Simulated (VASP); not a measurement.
# Cs (Im-3m) in VASP: a series of runs, part 2 of 2

VASP 6.6.1.

## 4. Single point, PBE

INCAR reads:

```
PREC = Accurate ; ENCUT = 520
EDIFF = 1E-6 ; ISMEAR = -1
SIGMA = 0.1 ; LREAL = False
LASPH = True ; NELM = 100
ALGO = Normal ; ISIF = 2
LWAVE = False ; LCHARG = False
GGA = PE ; NBANDS = 10
```

KPOINTS reads:

```
Automatic mesh
0
Gamma
  3 3 3
```

POSCAR reads:

```
Cs
1.0
   -3.0771709509      3.0771709509      3.0771709509
    3.0771709509     -3.0771709509      3.0771709509
    3.0771709509      3.0771709509     -3.0771709509
Cs
1
Direct
    0.0000000000      0.0000000000      0.0000000000
```

Launch:

```bash
> cat potpaw_PBE.64/Cs_sv/POTCAR > POTCAR
> mpirun -np 1 vasp_std > vasp.out
```

It took 5.1 s on 1 thread of AMD EPYC 7R13 (Zen 3), shared host; peak memory 0.19 GiB.

The run converged. Its results:

| Item | Value |
| --- | --- |
| Free energy | -0.9347 eV |
| Pressure | -0.1 GPa |

Levels at points of the mesh, in eV from the Fermi level:
| k point | band 2 | band 3 | band 4 | band 5 | band 6 | band 7 |
| --- | --- | --- | --- | --- | --- | --- |
| (0.00, 0.00, 0.00) | -10.61 | -10.61 | -10.61 | -1.66 | 2.49 | 2.49 |

Caveat: the k points lie up to 0.48 Å⁻¹ apart; spin-orbit coupling is left out, which moves the levels of the heavy elements.

## 5. Single point, PBE

INCAR reads:

```
PREC = Accurate
ENCUT = 520
EDIFF = 1E-7
ISMEAR = -1
SIGMA = 0.1
LREAL = F
LASPH = T
NELM = 80
ALGO = Normal
ISIF = 2
LWAVE = F
LCHARG = T
GGA = PE
LELF = T
LVHAR = T
NBANDS = 10
```

KPOINTS reads:

```
Automatic mesh
0
Gamma
  4 4 4
```

POSCAR is that of step 4.

Potentials or basis: VASP PAW PBE potentials, release 64 (Cs_sv).

Launch:

```bash
> cat potpaw_PBE.64/Cs_sv/POTCAR > POTCAR
> mpirun -np 1 vasp_std > vasp.out
```

OUTCAR:

```text
PREC = Accurate
   ENCUT = 520
   EDIFF = 1E-7
   ISMEAR = -1
   LREAL = F
   LASPH = T
   NELM = 80
   ISIF = 2
   GGA = PE

 ion  position               nearest neighbor table
   1  0.000  0.000  0.000-

  LATTYP: Found a body centered cubic cell.
 ALAT       =     6.1543419018

  Lattice vectors:

 A1 = (  -3.0771709509,   3.0771709509,   3.0771709509)
 A2 = (   3.0771709509,  -3.0771709509,   3.0771709509)
 A3 = (   3.0771709509,   3.0771709509,  -3.0771709509)

Analysis of symmetry for initial positions (statically):
=====================================================================
 Subroutine PRICEL returns:
 Original cell was already a primitive cell.

 Routine SETGRP: Setting up the symmetry group for a
 body centered cubic supercell.

 Subroutine GETGRP returns: Found 48 space group operations
 (whereof 48 operations were pure point group operations)
 out of a pool of 48 trial point group operations.

The static configuration has the point symmetry O_h .

Analysis of symmetry for dynamics (positions and initial velocities):
=====================================================================
 Subroutine PRICEL returns:
 Original cell was already a primitive cell.

 Routine SETGRP: Setting up the symmetry group for a
 body centered cubic supercell.

 Subroutine GETGRP returns: Found 48 space group operations
 (whereof 48 operations were pure point group operations)
 out of a pool of 48 trial point group operations.

The dynamic configuration has the point symmetry O_h .

 Subroutine INISYM returns: Found 48 space group operations
 (whereof 48 operations are pure point group operations),
 and found     1 'primitive' translations

----------------------------------------------------------------------------------------

                                     Primitive cell

  volume of cell :     116.5507

  direct lattice vectors                    reciprocal lattice vectors
    -3.077170951  3.077170951  3.077170951     0.000000000  0.162486910  0.162486910
     3.077170951 -3.077170951  3.077170951     0.162486910  0.000000000  0.162486910
     3.077170951  3.077170951 -3.077170951     0.162486910  0.162486910  0.000000000

  length of vectors
     5.329816431  5.329816431  5.329816431     0.229791192  0.229791192  0.229791192

  position of ions in fractional coordinates (direct lattice)
     0.000000000  0.000000000  0.000000000

  ion indices of the primitive-cell ions
   primitive index   ion index
                 1           1

----------------------------------------------------------------------------------------

 KPOINTS: Automatic mesh

Automatic generation of k-mesh.
 Grid dimensions read from file:
 generate k-points for:    4    4    4

 Generating k-lattice:

  Cartesian coordinates                     Fractional coordinates (reciprocal lattice)
     0.000000000  0.040621728  0.040621728     0.250000000  0.000000000  0.000000000
     0.040621728  0.000000000  0.040621728     0.000000000  0.250000000  0.000000000
     0.040621728  0.040621728  0.000000000     0.000000000  0.000000000  0.250000000

  Length of vectors
     0.057447798  0.057447798  0.057447798

  Shift w.r.t. Gamma in fractional coordinates (k-lattice)
     0.000000000  0.000000000  0.000000000

 Subroutine IBZKPT returns following result:
 ===========================================

 Found      8 irreducible k-points:

 Following reciprocal coordinates:
            Coordinates               Weight
  0.000000  0.000000  0.000000      1.000000
  0.250000  0.000000  0.000000     12.000000
  0.500000  0.000000  0.000000      6.000000
  0.250000  0.250000  0.000000     24.000000
  0.250000  0.250000  0.250000      2.000000
 -0.250000  0.250000  0.250000      6.000000
  0.500000  0.500000  0.250000     12.000000
  0.500000  0.500000  0.500000      1.000000
   k-points           NKPTS =      8   k-points in BZ     NKDIM =      8   number of bands    NBANDS=     10
   number of dos      NEDOS =    301   number of ions     NIONS =      1
   total plane-waves  NPLWV =  64000
   dimension x,y,z NGX =    40 NGY =   40 NGZ =   40
   dimension x,y,z NGXF=    80 NGYF=   80 NGZF=   80
   ions per type =               1
   NGX,Y,Z   is equivalent  to a cutoff of  12.48, 12.48, 12.48 a.u.
   NGXF,Y,Z  is equivalent  to a cutoff of  24.95, 24.95, 24.95 a.u.
 SYSTEM =  unknown system
   PREC   = accura    normal or accurate (medium, high low for compatibility)
   ISTART =      0    job   : 0-new  1-cont  2-samecut
   ICHARG =      2    charge: 1-file 2-atom 10-const
   ISPIN  =      1    spin polarized calculation?
   LNONCOLLINEAR =      F non collinear calculations
   LSORBIT =      F    spin-orbit coupling
   LASPH  =      T    aspherical Exc in radial PAW
   ENCUT  =  520.0 eV  38.22 Ry    6.18 a.u.   9.91  9.91  9.91*2*pi/ulx,y,z
   NELM   =     80;   NELMIN=  2; NELMDL= -5     # of ELM steps
   EDIFF  = 0.1E-06   stopping-criterion for ELM
   LREAL  =      F    real-space projection
   EDIFFG = 0.1E-05   stopping-criterion for IOM
   NSW    =      0    number of steps for IOM
   IBRION =     -1    ionic relax: 0-MD 1-quasi-New 2-CG
   NFREE  =      0    steps in history (QN), initial steepest desc. (CG)
   ISIF   =      2    stress and relaxation
   ISYM   =      2    0-nonsym 1-usesym 2-fastsym
   POTIM  = 0.5000    time-step for ionic-motion
   TEBEG  =    0.0;   TEEND  =   0.0 temperature during run
   PSTRESS=    0.0 pullay stress
   NELECT =       9.0000    total number of electrons
   NUPDOWN=      -1.0000    fix difference up-down
   EMIN   =  10.00;   EMAX   =-10.00  energy-range for DOS
   EFERMI =   0.00;   METHOD = LEGACY
   ISMEAR =    -1;   SIGMA  =   0.10  broadening in eV -4-tet -1-fermi 0-gaus
   EFERMI_NEDOS =   21; number of points for ismear=-14 and -15
   IALGO  =     38    algorithm
   IMIX   =      4    mixing-type and parameters
     AMIX     =   0.40;   BMIX     =  1.00
     AMIX_MAG =   1.60;   BMIX_MAG =  1.00
  volume/ion in A,a.u.               =     116.55       786.52
  Fermi-wavevector in a.u.,A,eV,Ry     =   0.697136  1.317396  6.612408  0.485998
  Thomas-Fermi vector in A             =   1.780379
   LORBIT       =      0    0 simple, 1 ext, 2 COOP (PROOUT), +10 PAW based schemes
   GGA     = PE    functional components
   LHFCALC =     F    Hartree Fock is set to
   AEXX    =    0.0000 exact exchange contribution
   IVDW    =     0    specifies the selected vdW correction
   LEPSILON=     F    determine dielectric tensor
   LRPA    =     F    only Hartree local field effects (RPA)
 non-spin polarized calculation
  energy-cutoff  :      520.00
  volume of cell :      116.55
 maximum number of plane-waves:      3151
   NGX = 19   NGY = 19   NGZ = 19

 number of electron       9.0000002 magnetization

 Free energy of the ion-electron system (eV)
  ---------------------------------------------------
  ext. energy  EPLUGINS =         0.00000000
  ---------------------------------------------------
  free energy    TOTEN  =        -0.84699127 eV

  energy without entropy =       -0.78083676  energy(sigma->0) =       -0.81391401

 E-fermi :   0.4201     XC(G=0):  -5.3716

 val. band max:       -0.0283580044   @ k =  -0.2500   0.2500   0.2500
 cond. band min:       0.4423200429   @ k =   0.2500   0.2500   0.0000
 fundamental gap:      0.4706780473
 Fermi energy:         0.4201058922

 k-point     1 :       0.0000    0.0000    0.0000
  band No.  band energies     occupation
      1     -23.4393      2.00000
      2     -10.1849      2.00000
      3     -10.1849      2.00000
      4     -10.1849      2.00000
      5      -1.2421      2.00000
      6       2.9074      0.00000
      7       2.9074      0.00000
      8       2.9074      0.00000
      9       3.7562      0.00000
     10       3.7562      0.00000

 k-point     2 :       0.2500    0.0000    0.0000
  band No.  band energies     occupation
      1     -23.4362      2.00000
      2     -10.2517      2.00000
      3     -10.2069      2.00000
      4     -10.1850      2.00000
      5      -0.6028      1.99993
      6       2.1519      0.00000
      7       2.4078      0.00000
      8       3.5751      0.00000
      9       3.6063      0.00000
     10       3.7546      0.00000
[... 66 lines left out ...]
 k-point     8 :       0.5000    0.5000    0.5000
  band No.  band energies     occupation
      1     -23.4281      2.00000
      2     -10.2786      2.00000
      3     -10.2786      2.00000
      4     -10.2786      2.00000
      5       1.0822      0.00266
      6       1.0822      0.00266
      7       3.4008      0.00000
      8       3.4008      0.00000
      9       3.4008      0.00000
     10       4.8118      0.00000

------------------------ aborting loop because EDIFF is reached ----------------------------------------

  FORCE on cell =-STRESS in cart. coord.  units (eV):
  Direction    XX          YY          ZZ          XY          YZ          ZX
  --------------------------------------------------------------------------------------
  -------------------------------------------------------------------------------------
  Total        0.0178402      0.0178402      0.0178402     -0.0000000     -0.0000000     -0.0000000
  in kB        0.2452427      0.2452427      0.2452427     -0.0000000     -0.0000000     -0.0000000
  external PRESSURE =       0.2452427 kB  Pullay stress =       0.0000000 kB

 VOLUME and BASIS-vectors are now :
 -----------------------------------------------------------------------------
  energy-cutoff  :      520.00
  volume of cell :      116.55
      direct lattice vectors                 reciprocal lattice vectors
    -3.077170951  3.077170951  3.077170951     0.000000000  0.162486910  0.162486910
     3.077170951 -3.077170951  3.077170951     0.162486910  0.000000000  0.162486910
     3.077170951  3.077170951 -3.077170951     0.162486910  0.162486910  0.000000000

 POSITION                                       TOTAL-FORCE (eV/Angst)
 -----------------------------------------------------------------------------------
      0.00000      0.00000      0.00000         0.000000      0.000000      0.000000
 -----------------------------------------------------------------------------------
    total drift:                               -0.000000     -0.000000     -0.000000

  FREE ENERGIE OF THE ION-ELECTRON SYSTEM (eV)
  ---------------------------------------------------
  free  energy   TOTEN  =        -0.8469912684 eV

  energy  without entropy=       -0.7808367562  energy(sigma->0) =       -0.81391401
```

stdout:

```text
POSCAR found type information on POSCAR Cs
 POSCAR found :  1 types and       1 ions
 scaLAPACK will be used
 LDA part: xc-table for (Slater+PW92), standard interpolation
 POSCAR, INCAR and KPOINTS ok, starting setup
 FFT: planning ... GRIDC
 FFT: planning ... GRID_SOFT
 FFT: planning ... GRID
 WAVECAR not read
 entering main loop
```

Run time: 9.9 s. Hardware: 1 thread of AMD EPYC 7R13 (Zen 3), shared host; peak memory 0.2 GiB.

What came out:

- Free energy: -0.8470 eV
- Pressure: 0.0 GPa

Caveat: the k points lie up to 0.36 Å⁻¹ apart; spin-orbit coupling is left out, which moves the levels of the heavy elements.

## 6. Summary

```csv
k mesh,gap on the mesh (eV),pressure (GPa)
2 × 2 × 2,none,-0.5
3 × 3 × 3,none,-0.1
4 × 4 × 4,none,0.0
```

Alike in all rows: task single point; level PBE; potentials or basis VASP PAW PBE potentials, release 64 (Cs_sv); no spin polarisation; cell as given; cutoff (eV) 520; smearing fermi-dirac 0.1 eV.

Caveats: all runs use coarse meshes; spin-orbit coupling is left out, which moves the levels of the heavy elements.

Absolute energies hang on the potentials; compare differences alone.
